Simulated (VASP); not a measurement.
# Ga (P6/mmm) in VASP: a series of runs, part 3 of 3

VASP 6.6.1.

**4. Single point, PBE (volume scaled by 0.85)**

INCAR

```
SYSTEM = Ga
ALGO = Normal
EDIFF = 1E-6
ENCUT = 520
GGA = PE
ISIF = 2
ISMEAR = -1
LASPH = .True.
LCHARG = .True.
LELF = .True.
LREAL = .False.
LVHAR = .True.
LWAVE = .False.
NBANDS = 12
NELM = 100
PREC = Accurate
SIGMA = 0.05
```

KPOINTS

```
k-points
0
Gamma
  17 17 15
  0 0 0
```

POSCAR

```
Ga
1.0
    2.7088094483      0.0000000000      0.0000000000
   -1.3544047242      2.3458977962      0.0000000000
    0.0000000000      0.0000000000      2.5920438797
Ga
1
Direct
    0.0000000000      0.0000000000      0.0000000000
```

Potentials or basis: VASP PAW PBE potentials, release 64 (Ga_d).

Run with:

```console
$ cat potpaw_PBE.64/Ga_d/POTCAR > POTCAR
$ mpirun -np 1 vasp_std > vasp.out
```

OUTCAR:

```text
SYSTEM = Ga
   EDIFF = 1E-6
   ENCUT = 520
   GGA = PE
   ISIF = 2
   ISMEAR = -1
   LASPH = .True.
   LREAL = .False.
   NELM = 100
   PREC = Accurate

 ion  position               nearest neighbor table
   1  0.000  0.000  0.000-

  LATTYP: Found a hexagonal cell.
 ALAT       =     2.7088094483
 C/A-ratio  =     0.9568941371

  Lattice vectors:

 A1 = (   2.7088094483,   0.0000000000,   0.0000000000)
 A2 = (  -1.3544047242,   2.3458977962,   0.0000000000)
 A3 = (   0.0000000000,   0.0000000000,   2.5920438797)

[... 536 lines left out ...]
     12      27.0063      0.00000

 [... further k-points ...]

------------------------ aborting loop because EDIFF is reached ----------------------------------------

  FORCE on cell =-STRESS in cart. coord.  units (eV):
  Direction    XX          YY          ZZ          XY          YZ          ZX
  --------------------------------------------------------------------------------------
  -------------------------------------------------------------------------------------
  Total        1.2394525      1.2394525      1.2345089     -0.0000000      0.0000000      0.0000000
  in kB      120.5620363    120.5620363    120.0811702     -0.0000000      0.0000000      0.0000000
  external PRESSURE =     120.4017476 kB  Pullay stress =       0.0000000 kB

 VOLUME and BASIS-vectors are now :
 -----------------------------------------------------------------------------
  energy-cutoff  :      520.00
  volume of cell :       16.47
      direct lattice vectors                 reciprocal lattice vectors
     2.708809448  0.000000000  0.000000000     0.369165871  0.213138015  0.000000000
    -1.354404724  2.345897796  0.000000000     0.000000000  0.426276030  0.000000000
     0.000000000  0.000000000  2.592043880     0.000000000  0.000000000  0.385795938

 POSITION                                       TOTAL-FORCE (eV/Angst)
 -----------------------------------------------------------------------------------
      0.00000      0.00000      0.00000         0.000000      0.000000      0.000000
 -----------------------------------------------------------------------------------
    total drift:                               -0.000000      0.000000      0.000000

  FREE ENERGIE OF THE ION-ELECTRON SYSTEM (eV)
  ---------------------------------------------------
  free  energy   TOTEN  =        -2.7725345217 eV

  energy  without entropy=       -2.7692808322  energy(sigma->0) =       -2.77090768
```

OSZICAR:

```text
N       E                     dE             d eps       ncg     rms          rms(c)
DAV:   1     0.425281187281E+02    0.42528E+02   -0.66376E+03  6952   0.196E+03
DAV:   2    -0.861268173282E+00   -0.43389E+02   -0.41693E+02  6740   0.258E+02
DAV:   3    -0.278951008052E+01   -0.19282E+01   -0.19237E+01  7192   0.447E+01
DAV:   4    -0.280468989366E+01   -0.15180E-01   -0.15178E-01  7348   0.415E+00
DAV:   5    -0.280484894299E+01   -0.15905E-03   -0.15905E-03  7480   0.403E-01    0.111E+00
DAV:   6    -0.277795507021E+01    0.26894E-01   -0.50883E-02  7932   0.485E+00    0.543E-01
DAV:   7    -0.277312631856E+01    0.48288E-02   -0.84290E-03  8188   0.165E+00    0.151E-01
DAV:   8    -0.277253023812E+01    0.59608E-03   -0.85196E-04  7512   0.505E-01    0.144E-02
DAV:   9    -0.277253461440E+01   -0.43763E-05   -0.89918E-06  8364   0.394E-02    0.366E-03
DAV:  10    -0.277253452166E+01    0.92737E-07   -0.39646E-07  5012   0.123E-02
   1 F= -.27725345E+01 E0= -.27709077E+01  d E =-.325369E-02
```

It took 30 s on 1 thread of Intel Xeon Platinum 8488C (Sapphire Rapids), shared host; peak memory 0.16 GiB.

Results:

```yaml
Free_energy: -2.7725 eV
Pressure: 12.0 GPa
```

Caveat: the cell differs from its parent crystal (volume scaled by 0.85).

**5. Single point, PBE**

This run uses another cell than the first one, of 18.41 Å³/atom, 1.118 times its volume.

INCAR

```
SYSTEM = Ga
PREC = Accurate ; ENCUT = 520
EDIFF = 1E-6 ; ISMEAR = -1
SIGMA = 0.05 ; LREAL = .False.
LASPH = .True. ; NELM = 100
ALGO = Normal ; ISIF = 2
LWAVE = .False. ; LCHARG = .True.
GGA = PE ; LELF = .True.
LVHAR = .True. ; NBANDS = 12
```

KPOINTS

```
Automatic mesh
0
Gamma
  17 17 15
  0 0 0
```

POSCAR

```
Ga
1.0
    2.8114625044      0.0000000000      0.0000000000
   -1.4057312522      2.4347979506      0.0000000000
    0.0000000000      0.0000000000      2.6893005975
Ga
1
Direct
    0.0000000000      0.0000000000      0.0000000000
```

Run with:

```console
$ cat potpaw_PBE.64/Ga_d/POTCAR > POTCAR
$ mpirun -np 1 vasp_std > vasp.out
```

Wall time 34 s (1 thread of Intel Xeon Platinum 8488C (Sapphire Rapids), shared host); peak memory 0.17 GiB.

Results (log left out):

- Free energy: -2.8579 eV
- Pressure: 2.9 GPa

Levels at points of the mesh, in eV from the Fermi level:
| k point | band 2 | band 3 | band 4 | band 5 | band 6 | band 7 | band 8 | band 9 | band 10 | band 11 |
| --- | --- | --- | --- | --- | --- | --- | --- | --- | --- | --- |
| (0.00, 0.00, 0.00) | -14.89 | -14.89 | -14.61 | -14.61 | -11.15 | 8.82 | 12.04 | 12.04 | 12.11 | 16.50 |

**6. Relaxation of cell and atoms, PBE**

This run uses another cell than the first one, of 19.76 Å³/atom, 1.200 times its volume.

INCAR

```
SYSTEM = Ga
PREC = Accurate ; ENCUT = 600
EDIFF = 1E-6 ; ISMEAR = -1
SIGMA = 0.05 ; LREAL = .FALSE.
LASPH = .TRUE. ; NELM = 80
ALGO = Normal ; ISIF = 3
LWAVE = .FALSE. ; LCHARG = .FALSE.
GGA = PE ; IBRION = 2
NSW = 60 ; EDIFFG = -0.005
```

KPOINTS

```
Automatic mesh
0
G
  17 17 15
  0 0 0
```

POSCAR

```
Ga
1.0
    2.8954060997      0.0000000000      0.0000000000
   -1.4477030498      2.5074952366      0.0000000000
    0.0000000000      0.0000000000      2.7216817337
Ga
1
Direct
    0.0000000000      0.0000000000      0.0000000000
```

Potentials or basis: VASP PAW PBE potentials, release 64 (Ga_d).

Run with:

```console
$ cat potpaw_PBE.64/Ga_d/POTCAR > POTCAR
$ mpirun -np 1 vasp_std > vasp.out
```

OUTCAR:

```text
SYSTEM = Ga
   PREC = Accurate
   ENCUT = 600
   EDIFF = 1E-6
   ISMEAR = -1
   LREAL = .FALSE.
   LASPH = .TRUE.
   NELM = 80
   ISIF = 3
   GGA = PE
   IBRION = 2
   NSW = 60
   EDIFFG = -0.005

 ion  position               nearest neighbor table
   1  0.000  0.000  0.000-

  LATTYP: Found a hexagonal cell.
 ALAT       =     2.8954060997
 C/A-ratio  =     0.9400000000

  Lattice vectors:

 A1 = (   2.8954060997,   0.0000000000,   0.0000000000)
 A2 = (  -1.4477030498,   2.5074952366,   0.0000000000)
 A3 = (   0.0000000000,   0.0000000000,   2.7216817337)

Analysis of symmetry for initial positions (statically):
=====================================================================
 Subroutine PRICEL returns:
 Original cell was already a primitive cell.

[... 396 lines left out ...]
  band No.  band energies     occupation
      1      -9.9579      2.00000
      2      -9.7162      2.00000
      3      -9.7162      2.00000
      4      -9.4659      2.00000
      5      -9.4659      2.00000
      6      -5.6538      2.00000
      7      13.5931      0.00000
      8      16.6648      0.00000
      9      16.6648      0.00000
     10      16.8663      0.00000
[... 287 lines left out ...]
 k-point    24 :       0.1765    0.1765    0.0000
  band No.  band energies     occupation
      1      -9.8688      2.00000
      2      -9.7571      2.00000
      3      -9.5605      2.00000
      4      -9.5469      2.00000
      5      -9.4935      2.00000
      6      -3.3029      2.00000
      7       7.9367      0.00000
      8       9.4430      0.00000
      9      15.9347      0.00000
     10      19.1554      0.00000

 [... further k-points ...]

------------------------ aborting loop because EDIFF is reached ----------------------------------------

  FORCE on cell =-STRESS in cart. coord.  units (eV):
  Direction    XX          YY          ZZ          XY          YZ          ZX
  --------------------------------------------------------------------------------------
  -------------------------------------------------------------------------------------
  Total        0.0020046      0.0020046      0.0001201      0.0000000      0.0000000     -0.0000000
  in kB        0.1658400      0.1658400      0.0099361      0.0000000      0.0000000     -0.0000000
  external PRESSURE =       0.1138721 kB  Pullay stress =       0.0000000 kB
[... 16 lines left out ...]
  FREE ENERGIE OF THE ION-ELECTRON SYSTEM (eV)
  ---------------------------------------------------
  free  energy   TOTEN  =        -2.8668244864 eV

  energy  without entropy=       -2.8633173785  energy(sigma->0) =       -2.86507093

 reached required accuracy - stopping structural energy minimisation
```

Wall time 2.6 min (1 thread of AMD EPYC 9R14 (Zen 4), shared host); peak memory 0.16 GiB.

What came out:

| Quantity | Value |
| --- | --- |
| Free energy | -2.8668 eV |
| Relaxed volume | 19.37 Å³/atom |
| Relaxed cell | a = 2.858 Å, b = 2.858 Å, c = 2.738 Å, α = 90.00°, β = 90.00°, γ = 120.00° |
| Space group after relaxing (to 0.05 Å) | P6/mmm (No. 191) |
| Energy gained by relaxing | 2.2 meV/atom |
| Ionic steps | 7 |
| Pressure after relaxing | 0.0 GPa |

Step by step:
```csv
step,energy change (eV),largest force (eV/Å),pressure (GPa),volume (Å³)
1,0.0000,0.0000,-0.87,19.76
2,-0.0018,0.0000,-0.10,19.46
3,-0.0020,0.0000,0.24,19.31
4,-0.0022,0.0000,0.10,19.36
5,-0.0022,0.0000,0.02,19.37
6,-0.0022,0.0000,0.11,19.36
7,-0.0022,0.0000,0.01,19.37
```

Final structure:
```cif
data_structure
_symmetry_space_group_name_H-M 'P 1'
_symmetry_Int_Tables_number 1
_cell_length_a 2.8580
_cell_length_b 2.8580
_cell_length_c 2.7376
_cell_angle_alpha 90.000
_cell_angle_beta 90.000
_cell_angle_gamma 120.000
_cell_volume 19.37
loop_
_atom_site_label
_atom_site_type_symbol
_atom_site_fract_x
_atom_site_fract_y
_atom_site_fract_z
_atom_site_occupancy
Ga1 Ga 0.00000 0.00000 0.00000 1
```

**7. Overview**

| task | cell | cutoff (eV) | gap on the mesh (eV) | pressure (GPa) |
| --- | --- | --- | --- | --- |
| single point | a = 2.709, b = 2.709, c = 2.592 Å, angles 90.0, 90.0, 120.0°, 1 atom | 520 | none | 12.0 |
| single point | a = 2.811, b = 2.811, c = 2.689 Å, angles 90.0, 90.0, 120.0°, 1 atom | 520 | none | 2.9 |
| relaxation of cell and atoms | relaxed from a = 2.895, b = 2.895, c = 2.722 Å, angles 90.0, 90.0, 120.0°, 1 atom | 600 | none | 0.0 |

Alike in all rows: level PBE; potentials or basis VASP PAW PBE potentials, release 64 (Ga_d); no spin polarisation; k mesh 17 × 17 × 15; smearing fermi-dirac 0.05 eV.

Total energies depend on the potentials used, so only differences within one code and one set of settings carry meaning.
